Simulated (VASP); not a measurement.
# Ru2F (P6/mmm) in VASP: notebook, part 2 of 2

VASP 6.6.1. The steps go on from the part before.

## 4. Single point, PBE

This run uses another cell than the first one, of 13.31 Å³/atom.

File INCAR:

```
  PREC = Accurate
  ENCUT = 520
  EDIFF = 1E-6
  ISMEAR = 0
  SIGMA = 0.1
  LREAL = F
  LASPH = T
  NELM = 80
  ALGO = Normal
  ISIF = 2
  LWAVE = F
  LCHARG = T
  GGA = PE
  LELF = T
  LVHAR = T
  NBANDS = 24
```

File KPOINTS:

```
regular mesh
0
Gamma
  12 12 18
```

File POSCAR:

```
Ru2F
1.0
    4.2289874599      0.0000000000      0.0000000000
   -2.1144937299      3.6624105725      0.0000000000
    0.0000000000      0.0000000000      2.5776120233
Ru F
2 1
Direct
    0.3333333333      0.6666666667      0.5000000000
    0.6666666667      0.3333333333      0.5000000000
    0.0000000000      0.0000000000      0.0000000000
```

Potentials or basis: VASP PAW PBE potentials, release 64 (Ru_pv, F).

The run is started by

```sh
cat potpaw_PBE.64/Ru_pv/POTCAR potpaw_PBE.64/F/POTCAR > POTCAR
mpirun -np 1 vasp_std > vasp.out
```

OUTCAR:

```text
PREC = Accurate
   ENCUT = 520
   EDIFF = 1E-6
   ISMEAR = 0
   LREAL = F
   LASPH = T
   NELM = 80
   ISIF = 2
   GGA = PE

 ion  position               nearest neighbor table
   1  0.333  0.667  0.500-   2 2.44   2 2.44   2 2.44
   2  0.667  0.333  0.500-   1 2.44   1 2.44   1 2.44
   3  0.000  0.000  0.000-

  LATTYP: Found a hexagonal cell.
 ALAT       =     4.2289874599
[... 841 lines left out ...]

------------------------ aborting loop because EDIFF is reached ----------------------------------------

  FORCE on cell =-STRESS in cart. coord.  units (eV):
  Direction    XX          YY          ZZ          XY          YZ          ZX
  --------------------------------------------------------------------------------------
  -------------------------------------------------------------------------------------
  Total        0.0187452      0.0187452     -0.0254940      0.0000000     -0.0000000      0.0000000
  in kB        0.7522789      0.7522789     -1.0231229      0.0000000     -0.0000000      0.0000000
  external PRESSURE =       0.1604783 kB  Pullay stress =       0.0000000 kB

 VOLUME and BASIS-vectors are now :
 -----------------------------------------------------------------------------
  energy-cutoff  :      520.00
  volume of cell :       39.92
      direct lattice vectors                 reciprocal lattice vectors
     4.228987460  0.000000000  0.000000000     0.236463222  0.136522105  0.000000000
    -2.114493730  3.662410572  0.000000000     0.000000000  0.273044210  0.000000000
     0.000000000  0.000000000  2.577612023     0.000000000  0.000000000  0.387955981

 POSITION                                       TOTAL-FORCE (eV/Angst)
 -----------------------------------------------------------------------------------
     -0.00000      2.44161      1.28881         0.000000      0.000000      0.000000
      2.11449      1.22080      1.28881         0.000000      0.000000      0.000000
      0.00000      0.00000      0.00000        -0.000000      0.000000      0.000000
 -----------------------------------------------------------------------------------
    total drift:                               -0.000000      0.000000      0.000000

  FREE ENERGIE OF THE ION-ELECTRON SYSTEM (eV)
  ---------------------------------------------------
  free  energy   TOTEN  =       -19.1845757766 eV

  energy  without entropy=      -19.1686970741  energy(sigma->0) =      -19.17663643
```

It took 2.5 min on 1 thread of Intel Xeon 8259CL, shared host; peak memory 0.24 GiB.

What came out:

* Free energy: -19.1846 eV
* Pressure: 0.0 GPa
* Band gap on the k mesh: zero (an odd number of electrons rules out a gap without spin polarisation)

## 5. Relaxation of cell and atoms, PBE, collinear spin, ferromagnetic start

File INCAR:

```
PREC     = Accurate       # precision mode
ENCUT    = 600            # plane-wave cutoff, eV
EDIFF    = 1E-7           # SCF threshold, eV
ISMEAR   = 0              # smearing method
SIGMA    = 0.1            # smearing width, eV
LREAL    = F              # projectors in reciprocal space
LASPH    = T              # aspherical terms in the spheres
NELM     = 150            # most SCF steps
ALGO     = Normal         # electronic algorithm
ISIF     = 3              # what is computed and relaxed
LWAVE    = F              # write WAVECAR
LCHARG   = F              # write CHGCAR
ISPIN    = 2              # spin polarisation
MAGMOM   = 1 1 0          # initial moments
LORBIT   = 11             # projections on sites
LMAXMIX  = 4              # l up to which the mixer works
GGA      = PE             # functional
IBRION   = 2              # ionic algorithm
NSW      = 90             # ionic steps
EDIFFG   = -0.04          # ionic threshold
```

File KPOINTS:

```
regular mesh
0
Gamma
  6 6 6
```

File POSCAR:

```
Ru2F
1.0
    3.9476270400      0.0000000000      0.0000000000
   -1.9738135200      3.4187453000      0.0000000000
    0.0000000000      0.0000000000      2.7912588300
Ru F
2 1
Direct
    0.3333333300      0.6666666700      0.5000000000
    0.6666666700      0.3333333300      0.5000000000
    0.0000000000      0.0000000000      0.0000000000
```

The run is started by

```sh
cat potpaw_PBE.64/Ru_pv/POTCAR potpaw_PBE.64/F/POTCAR > POTCAR
mpirun -np 1 vasp_std > vasp.out
```

It took 9.7 min on 1 thread of Intel Xeon 8259CL, shared host; peak memory 0.19 GiB.

The run converged. Its results:

```
Free energy                                           : -19.1320 eV
Relaxed volume                                        : 13.27 Å³/atom
Relaxed cell                                          : a = 4.265 Å, b = 4.265 Å, c = 2.526 Å, α = 90.00°, β = 90.00°, γ = 120.00°
Space group after relaxing (to 0.1 Å)                 : P6/mmm (No. 191)
Energy gained by relaxing                             : 162.0 meV/atom
Ionic steps                                           : 15
Pressure after relaxing                               : 0.0 GPa
Net moment                                            : 0.00 μB per cell
Valence electrons inside the program's atomic spheres : Ru 12.61; F 6.01
```

The path:
```
step  energy change (eV)  largest force (eV/Å)  pressure (GPa)  volume (Å³)
   1              0.0000                0.0000           22.82        37.67
   2              0.1984                0.0000          -21.75        48.15
   3             -0.3222                0.0000           -3.24        41.83
   4             -0.3228                0.0000           -2.54        41.67
   5             -0.3971                0.0000           -1.85        40.99
   6             -0.4572                0.0000            5.46        38.75
   7             -0.4723                0.0000            0.67        39.85
   8             -0.4771                0.0000            1.55        39.59
   9             -0.4798                0.0000            3.17        39.19
  10             -0.4803                0.0000            2.52        39.35
  11             -0.4804                0.0000            2.77        39.28
  12             -0.4608                0.0000           -3.56        40.55
  13             -0.4854                0.0000            0.65        39.67
  14             -0.4856                0.0000           -0.44        39.91
  15             -0.4859                0.0000            0.02        39.81
```

Final structure:
```yaml
crystal:
  lattice:
    - [4.26544, 0.00000, 0.00000]
    - [-2.13272, 3.69398, 0.00000]
    - [0.00000, 0.00000, 2.52638]
  atoms:
    - { symbol: Ru, position: [0.33333, 0.66667, 0.50000] }
    - { symbol: Ru, position: [0.66667, 0.33333, 0.50000] }
    - { symbol: F, position: [0.00000, 0.00000, 0.00000] }
```

Levels at points of the mesh, in eV from the Fermi level:
Spin up:
| k point | band 13 | band 14 | band 15 | band 16 | band 17 | band 18 | band 19 | band 20 | band 21 | band 22 |
| --- | --- | --- | --- | --- | --- | --- | --- | --- | --- | --- |
| (0.00, 0.00, 0.00) | -2.50 | -2.47 | -2.47 | -0.39 | -0.39 | -0.26 | -0.26 | 1.38 | 1.38 | 6.65 |
| (0.50, 0.00, 0.00) | -3.25 | -2.64 | -1.20 | -0.59 | 0.14 | 0.47 | 0.67 | 0.94 | 1.63 | 3.19 |
| (0.00, 0.00, 0.50) | -1.66 | -1.66 | -1.43 | -1.27 | -1.27 | -0.54 | -0.54 | 2.11 | 3.38 | 8.35 |
| (0.50, 0.00, 0.50) | -2.97 | -2.36 | -2.19 | -1.65 | -0.97 | 1.06 | 2.10 | 2.26 | 6.05 | 7.55 |
Spin down:
| k point | band 14 | band 15 | band 16 | band 17 | band 18 | band 19 | band 20 | band 21 |
| --- | --- | --- | --- | --- | --- | --- | --- | --- |
| (0.00, 0.00, 0.00) | -2.47 | -2.47 | -0.39 | -0.39 | -0.26 | -0.26 | 1.38 | 1.38 |
| (0.50, 0.00, 0.00) | -2.64 | -1.20 | -0.59 | 0.14 | 0.47 | 0.67 | 0.94 | 1.63 |
| (0.00, 0.00, 0.50) | -1.66 | -1.43 | -1.27 | -1.27 | -0.54 | -0.54 | 2.11 | 3.38 |
| (0.50, 0.00, 0.50) | -2.36 | -2.19 | -1.65 | -0.97 | 1.06 | 2.10 | 2.26 | 6.05 |

Caveat: the k points lie up to 0.41 Å⁻¹ apart in the final cell.

## 6. Overview

| task | spin | cell | k mesh | cutoff (eV) | gap on the mesh (eV) | pressure (GPa) | moment (μB) |
| --- | --- | --- | --- | --- | --- | --- | --- |
| single point | collinear, ferromagnetic start | a = 3.948, b = 3.948, c = 2.791 Å, angles 90.0, 90.0, 120.0°, 3 atoms | 6 × 6 × 6 | 520 | none | 22.9 | 0.00 |
| single point | collinear, ferromagnetic start | a = 4.268, b = 4.268, c = 2.525 Å, angles 90.0, 90.0, 120.0°, 3 atoms | 6 × 6 × 6 | 520 | none | -0.1 | 0.00 |
| single point | off | a = 4.229, b = 4.229, c = 2.578 Å, angles 90.0, 90.0, 120.0°, 3 atoms | 12 × 12 × 18 | 520 | none | 0.0 | - |
| relaxation of cell and atoms | collinear, ferromagnetic start | relaxed from a = 3.948, b = 3.948, c = 2.791 Å, angles 90.0, 90.0, 120.0°, 3 atoms | 6 × 6 × 6 | 600 | none | 0.0 | 0.00 |

Alike in all rows: level PBE; potentials or basis VASP PAW PBE potentials, release 64 (Ru_pv, F); smearing gaussian 0.1 eV.

Caveats: some runs use coarse meshes; an empty level that is flat over the whole mesh can mark a ghost state of the potentials, or a narrow d or f band (at least some runs).

Total energies depend on the potentials used, so only differences within one code and one set of settings carry meaning.
